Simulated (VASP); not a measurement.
# MgS (Cm) in VASP: notebook

Runs on MgS. Level: PBE. Tasks: single point.

Program: VASP 6.6.1. These are calculated values, not measurements. Logs are shortened: lines on timing, memory, paths and dates and some standing lists are left out, and cuts for length are marked.

**1. The cell of the first run**

It takes space group Cm (No. 8, monoclinic). The conventional cell has a = 6.786 Å, b = 4.029 Å, c = 4.029 Å, α = 90.00°, β = 122.91°, γ = 90.00°. Mg (site symmetry m) has 4 S at 2.45 to 2.49 Å within 3.2 Å. Within 3.2 Å of S (site symmetry m) lie 4 Mg at 2.45 to 2.49 Å.

**2. Single point, PBE (shear of c along a, cell held: +6.0 %, then relaxed in part)**

Input file INCAR:

```
SYSTEM = MgS
PREC = Accurate
ENCUT = 520
EDIFF = 1E-7
ISMEAR = 0
SIGMA = 0.02
LREAL = .False.
LASPH = .True.
NELM = 60
ALGO = Normal
ISIF = 2
LWAVE = .False.
LCHARG = .True.
GGA = PE
LELF = .True.
LVHAR = .True.
NBANDS = 16
```

Input file KPOINTS:

```
Automatic mesh
0
Gamma
  6 6 4
  0 0 0
```

Input file POSCAR:

```
MgS
1.0
    2.8486069961      2.8486069961      0.0000000000
   -2.8486069961      2.8486069961      0.0000000000
    0.2417123189      0.2417123189      5.6972139921
Mg S
2 2
Direct
    0.0077867201      0.0000000000     -0.0004543039
    0.5077867201      0.5000000000      0.4995456961
    0.4922132799      0.0000000000      0.2504543039
   -0.0077867201      0.5000000000      0.7504543039
```

Potentials or basis: VASP PAW PBE potentials, release 64 (Mg, S).

The run is started by

```sh
cat potpaw_PBE.64/Mg/POTCAR potpaw_PBE.64/S/POTCAR > POTCAR
mpirun -np 1 vasp_std > vasp.out
```

OUTCAR:

```text
SYSTEM = MgS
   PREC = Accurate
   ENCUT = 520
   EDIFF = 1E-7
   ISMEAR = 0
   LREAL = .False.
   LASPH = .True.
   NELM = 60
   ISIF = 2
   GGA = PE

 ion  position               nearest neighbor table
   1  0.008  0.000  1.000-   3 2.45   4 2.47   4 2.47   3 2.49
   2  0.508  0.500  0.500-   4 2.45   3 2.47   3 2.47   4 2.49
   3  0.492  0.000  0.250-   1 2.45   2 2.47   2 2.47   1 2.49
   4  0.992  0.500  0.750-   2 2.45   1 2.47   1 2.47   2 2.49

  LATTYP: Found a simple monoclinic cell.
 ALAT       =     4.0285386478
 B/A-ratio  =     1.0000000000
 C/A-ratio  =     1.4167568598
 COS(beta)  =    -0.0598922907

  Lattice vectors:

 A1 = (   2.8486069961,   2.8486069961,   0.0000000000)
 A2 = (   2.8486069961,  -2.8486069961,   0.0000000000)
 A3 = (  -0.2417123189,  -0.2417123189,  -5.6972139921)

Analysis of symmetry for initial positions (statically):
=====================================================================
 Subroutine PRICEL returns following result:

  LATTYP: Found a base centered monoclinic cell.
 ALAT       =     6.7860184930
 B/A-ratio  =     0.5936527659
 C/A-ratio  =     0.5936527659
 COS(beta)  =    -0.5432796583

  Lattice vectors:

 A1 = (  -2.7277508367,   0.1208561594,   2.8486069961)
 A2 = (   0.1208561594,  -2.7277508367,   2.8486069961)
 A3 = (   2.8486069961,   2.8486069961,  -0.0000000000)

   2 primitive cells build up your supercell.

 Routine SETGRP: Setting up the symmetry group for a
 simple monoclinic supercell.

 Subroutine GETGRP returns: Found  2 space group operations
 (whereof  2 operations were pure point group operations)
 out of a pool of  4 trial point group operations.

The static configuration has the point symmetry C_1h.

Analysis of symmetry for dynamics (positions and initial velocities):
=====================================================================
 Subroutine PRICEL returns following result:

  LATTYP: Found a base centered monoclinic cell.
 ALAT       =     6.7860184930
 B/A-ratio  =     0.5936527659
 C/A-ratio  =     0.5936527659
 COS(beta)  =    -0.5432796583

  Lattice vectors:

 A1 = (  -2.7277508367,   0.1208561594,   2.8486069961)
 A2 = (   0.1208561594,  -2.7277508367,   2.8486069961)
 A3 = (   2.8486069961,   2.8486069961,  -0.0000000000)

   2 primitive cells build up your supercell.

 Routine SETGRP: Setting up the symmetry group for a
 simple monoclinic supercell.

 Subroutine GETGRP returns: Found  2 space group operations
 (whereof  2 operations were pure point group operations)
 out of a pool of  4 trial point group operations.

The dynamic configuration has the point symmetry C_1h.

 Subroutine INISYM returns: Found  2 space group operations
 (whereof  2 operations are pure point group operations),
 and found     2 'primitive' translations

----------------------------------------------------------------------------------------

                                     Primitive cell

  volume of cell :      46.2304

  direct lattice vectors                    reciprocal lattice vectors
    -2.727750837  0.120856159  2.848606996    -0.175524388  0.175524388  0.175524388
     0.120856159 -2.727750837  2.848606996     0.175524388 -0.175524388  0.175524388
     2.848606996  2.848606996 -0.000000000     0.175524388  0.175524388  0.160630650

  length of vectors
     3.945857658  3.945857658  4.028538648     0.304017158  0.304017158  0.295668442

  position of ions in fractional coordinates (direct lattice)
     0.999545696  0.999545696  0.007332416
     0.250454304  0.250454304  0.742667584

  ion indices of the primitive-cell ions
   primitive index   ion index
                 1           1
                 2           3

----------------------------------------------------------------------------------------

 KPOINTS: Automatic mesh

Automatic generation of k-mesh.
 Grid dimensions read from file:
 generate k-points for:    6    6    4

 Generating k-lattice:

  Cartesian coordinates                     Fractional coordinates (reciprocal lattice)
     0.029254065  0.029254065 -0.002482290     0.166666667  0.000000000  0.000000000
    -0.029254065  0.029254065  0.000000000     0.000000000  0.166666667  0.000000000
     0.000000000  0.000000000  0.043881097     0.000000000  0.000000000  0.250000000

  Length of vectors
     0.041445897  0.041371495  0.043881097

  Shift w.r.t. Gamma in fractional coordinates (k-lattice)
     0.000000000  0.000000000  0.000000000

 Subroutine IBZKPT returns following result:
 ===========================================

 Found     56 irreducible k-points:

 Following reciprocal coordinates:
            Coordinates               Weight
  0.000000  0.000000  0.000000      1.000000
  0.166667  0.000000 -0.000000      2.000000
  0.333333  0.000000 -0.000000      2.000000
  0.500000  0.000000 -0.000000      1.000000
  0.000000  0.166667  0.000000      2.000000
  0.166667  0.166667 -0.000000      4.000000
[... 16 lines left out ...]
  0.000000  0.166667  0.250000      4.000000
  0.166667  0.166667  0.250000      4.000000
 [... further k-points ...]
   k-points           NKPTS =     56   k-points in BZ     NKDIM =     56   number of bands    NBANDS=     16
   number of dos      NEDOS =    301   number of ions     NIONS =      4
   total plane-waves  NPLWV =  37800
   dimension x,y,z NGX =    30 NGY =   30 NGZ =   42
   dimension x,y,z NGXF=    60 NGYF=   60 NGZF=   84
   ions per type =               2   2
   NGX,Y,Z   is equivalent  to a cutoff of  12.38, 12.38, 12.23 a.u.
   NGXF,Y,Z  is equivalent  to a cutoff of  24.76, 24.76, 24.47 a.u.
 SYSTEM =  MgS
   PREC   = accura    normal or accurate (medium, high low for compatibility)
   ISTART =      0    job   : 0-new  1-cont  2-samecut
   ICHARG =      2    charge: 1-file 2-atom 10-const
   ISPIN  =      1    spin polarized calculation?
   LNONCOLLINEAR =      F non collinear calculations
   LSORBIT =      F    spin-orbit coupling
   LASPH  =      T    aspherical Exc in radial PAW
   ENCUT  =  520.0 eV  38.22 Ry    6.18 a.u.   7.49  7.49 10.61*2*pi/ulx,y,z
   NELM   =     60;   NELMIN=  2; NELMDL= -5     # of ELM steps
   EDIFF  = 0.1E-06   stopping-criterion for ELM
   LREAL  =      F    real-space projection
   EDIFFG = 0.1E-05   stopping-criterion for IOM
   NSW    =      0    number of steps for IOM
   IBRION =     -1    ionic relax: 0-MD 1-quasi-New 2-CG
   NFREE  =      0    steps in history (QN), initial steepest desc. (CG)
   ISIF   =      2    stress and relaxation
   ISYM   =      2    0-nonsym 1-usesym 2-fastsym
   POTIM  = 0.5000    time-step for ionic-motion
   TEBEG  =    0.0;   TEEND  =   0.0 temperature during run
   PSTRESS=    0.0 pullay stress
   NELECT =      16.0000    total number of electrons
   NUPDOWN=      -1.0000    fix difference up-down
   EMIN   =  10.00;   EMAX   =-10.00  energy-range for DOS
   EFERMI =   0.00;   METHOD = LEGACY
   ISMEAR =     0;   SIGMA  =   0.02  broadening in eV -4-tet -1-fermi 0-gaus
   EFERMI_NEDOS =   21; number of points for ismear=-14 and -15
   IALGO  =     38    algorithm
   IMIX   =      4    mixing-type and parameters
     AMIX     =   0.40;   BMIX     =  1.00
     AMIX_MAG =   1.60;   BMIX_MAG =  1.00
  volume/ion in A,a.u.               =      23.12       155.99
  Fermi-wavevector in a.u.,A,eV,Ry     =   0.912282  1.723962 11.323556  0.832258
  Thomas-Fermi vector in A             =   2.036659
   LORBIT       =      0    0 simple, 1 ext, 2 COOP (PROOUT), +10 PAW based schemes
   GGA     = PE    functional components
   LHFCALC =     F    Hartree Fock is set to
   AEXX    =    0.0000 exact exchange contribution
   IVDW    =     0    specifies the selected vdW correction
   LEPSILON=     F    determine dielectric tensor
   LRPA    =     F    only Hartree local field effects (RPA)
 non-spin polarized calculation
 Gauss-broadening in eV      SIGMA  =   0.02
  energy-cutoff  :      520.00
  volume of cell :       92.46
 maximum number of plane-waves:      2510
 NGX is ok and might be reduce to    30
   NGX = 15   NGY = 15   NGZ = 21

 number of electron      15.9999997 magnetization

 Free energy of the ion-electron system (eV)
  ---------------------------------------------------
  ext. energy  EPLUGINS =         0.00000000
  ---------------------------------------------------
  free energy    TOTEN  =       -16.91439419 eV

  energy without entropy =      -16.91439419  energy(sigma->0) =      -16.91439419

 E-fermi :   1.2342     XC(G=0):  -8.3209

 val. band max:        1.1262128741   @ k =   0.0000   0.0000   0.0000
 cond. band min:       4.2777341061   @ k =   0.0000   0.0000   0.0000
 fundamental gap:      3.1515212320
 Fermi energy:         1.2342232920

 k-point     1 :       0.0000    0.0000    0.0000
  band No.  band energies     occupation
      1     -10.2509      2.00000
      2      -9.3809      2.00000
      3      -1.8043      2.00000
      4      -0.0530      2.00000
      5      -0.0394      2.00000
      6       0.7918      2.00000
[... 8 lines left out ...]
     15      11.7575      0.00000
     16      11.7635      0.00000

 k-point     2 :       0.1667    0.0000   -0.0000
  band No.  band energies     occupation
      1     -10.1511      2.00000
      2      -9.3816      2.00000
      3      -1.6475      2.00000
      4      -0.5183      2.00000
      5       0.0470      2.00000
      6       0.1896      2.00000
[... 8 lines left out ...]
     15      10.8960      0.00000
     16      10.9297      0.00000

 k-point     3 :       0.3333    0.0000   -0.0000
  band No.  band energies     occupation
      1      -9.8963      2.00000
      2      -9.4317      2.00000
      3      -1.4079      2.00000
      4      -0.9712      2.00000
      5      -0.8482      2.00000
      6       0.3085      2.00000
[... 8 lines left out ...]
     15       9.8064      0.00000
     16      10.2329      0.00000
[... 362 lines left out ...]
 k-point    23 :       0.0000    0.1667    0.2500
  band No.  band energies     occupation
      1     -10.0488      2.00000
      2      -9.5059      2.00000
      3      -1.5444      2.00000
      4      -0.3653      2.00000
      5      -0.2222      2.00000
      6       0.1707      2.00000
[... 8 lines left out ...]
     15       9.6758      0.00000
     16      10.7681      0.00000

 k-point    24 :       0.1667    0.1667    0.2500
  band No.  band energies     occupation
      1      -9.9806      2.00000
      2      -9.4616      2.00000
      3      -1.4980      2.00000
      4      -0.6303      2.00000
      5      -0.4089      2.00000
      6       0.0476      2.00000
[... 8 lines left out ...]
     15       9.6313      0.00000
     16      10.4481      0.00000

 [... further k-points ...]

------------------------ aborting loop because EDIFF is reached ----------------------------------------

  FORCE on cell =-STRESS in cart. coord.  units (eV):
  Direction    XX          YY          ZZ          XY          YZ          ZX
  --------------------------------------------------------------------------------------
  -------------------------------------------------------------------------------------
  Total       -0.1599336     -0.1599336     -0.0559073     -0.0764584     -0.7288345     -0.7288345
  in kB       -2.7713586     -2.7713586     -0.9687713     -1.3248859    -12.6293754    -12.6293756
  external PRESSURE =      -2.1704962 kB  Pullay stress =       0.0000000 kB

 VOLUME and BASIS-vectors are now :
 -----------------------------------------------------------------------------
  energy-cutoff  :      520.00
  volume of cell :       92.46
      direct lattice vectors                 reciprocal lattice vectors
     2.848606996  2.848606996  0.000000000     0.175524388  0.175524388 -0.014893738
    -2.848606996  2.848606996  0.000000000    -0.175524388  0.175524388  0.000000000
     0.241712319  0.241712319  5.697213992     0.000000000  0.000000000  0.175524388

 POSITION                                       TOTAL-FORCE (eV/Angst)
 -----------------------------------------------------------------------------------
      0.26378      0.26378      5.69463        -0.000348     -0.000348     -0.000225
      0.14293      2.99153      2.84602        -0.000348     -0.000348     -0.000225
      1.46266      1.46266      1.42689         0.000348      0.000348      0.000225
      1.58352      4.43212      4.27550         0.000348      0.000348      0.000225
 -----------------------------------------------------------------------------------
    total drift:                               -0.000011     -0.000011     -0.000405

  FREE ENERGIE OF THE ION-ELECTRON SYSTEM (eV)
  ---------------------------------------------------
  free  energy   TOTEN  =       -16.9143941874 eV

  energy  without entropy=      -16.9143941874  energy(sigma->0) =      -16.91439419
```

Run time: 1.9 min. Hardware: 1 thread of Intel Xeon 8259CL, shared host; peak memory 0.23 GiB.

What came out:

| Property | Result |
| --- | --- |
| Free energy | -16.9144 eV |
| Pressure | -0.2 GPa |
| Band gap on the k mesh | 3.15 eV |

Stress tensor (GPa, compression positive):
```
-0.28 -0.13 -1.26
-0.13 -0.28 -1.26
-1.26 -1.26 -0.10
```

Caveat: the cell differs from its parent crystal (shear of c along a, cell held: +6.0 %, then relaxed in part).

**3. Single point, PBE**

Input file INCAR:

```
PREC     = Accurate       # precision mode
ENCUT    = 520            # plane-wave cutoff, eV
EDIFF    = 1E-6           # SCF threshold, eV
ISMEAR   = 0              # smearing method
SIGMA    = 0.02           # smearing width, eV
LREAL    = F              # projectors in reciprocal space
LASPH    = T              # aspherical terms in the spheres
NELM     = 60             # most SCF steps
ALGO     = Normal         # electronic algorithm
ISIF     = 2              # what is computed and relaxed
LWAVE    = F              # write WAVECAR
LCHARG   = F              # write CHGCAR
GGA      = PE             # functional
NBANDS   = 16             # bands
```

Input file KPOINTS:

```
Automatic mesh
0
Gamma
  6 6 4
```

POSCAR is that of step 2.

Potentials or basis: VASP PAW PBE potentials, release 64 (Mg, S).

The run is started by

```sh
cat potpaw_PBE.64/Mg/POTCAR potpaw_PBE.64/S/POTCAR > POTCAR
mpirun -np 1 vasp_std > vasp.out
```

It took 96 s on 1 thread of Intel Xeon 8259CL, shared host; peak memory 0.23 GiB.

The run converged. Its results:

```
Free energy            : -16.9144 eV
Pressure               : -0.2 GPa
Band gap on the k mesh : 3.15 eV
```

Stress tensor (GPa, compression positive):
```
-0.28 -0.13 -1.26
-0.13 -0.28 -1.26
-1.26 -1.26 -0.10
```

Levels at points of the mesh, in eV from the valence-band top:
```csv
k point,band 4,band 5,band 6,band 7,band 8,band 9,band 10,band 11,band 12,band 13
"(0.00, 0.00, 0.00)",-1.18,-1.17,-0.33,-0.16,0.00,3.15,3.72,5.46,7.37,7.73
"(0.50, 0.00, 0.00)",-2.56,-1.52,-1.52,-0.51,-0.51,6.13,6.13,6.53,6.53,7.80
"(0.00, 0.50, 0.00)",-2.54,-1.53,-1.53,-0.51,-0.51,6.14,6.14,6.52,6.52,7.67
"(0.50, 0.50, 0.00)",-2.93,-1.35,-1.35,-1.00,-1.00,3.68,3.68,5.49,5.49,10.72
"(0.00, 0.00, 0.50)",-1.89,-0.72,-0.72,-0.72,-0.72,4.90,4.90,6.29,6.29,8.12
"(0.50, 0.00, 0.50)",-3.16,-0.67,-0.57,-0.40,-0.31,4.69,5.06,7.10,7.31,7.56
"(0.00, 0.50, 0.50)",-3.24,-0.57,-0.57,-0.40,-0.40,4.86,4.86,7.26,7.26,7.63
"(0.50, 0.50, 0.50)",-2.43,-1.96,-1.96,-1.45,-1.45,5.30,5.30,7.55,7.55,7.95
```
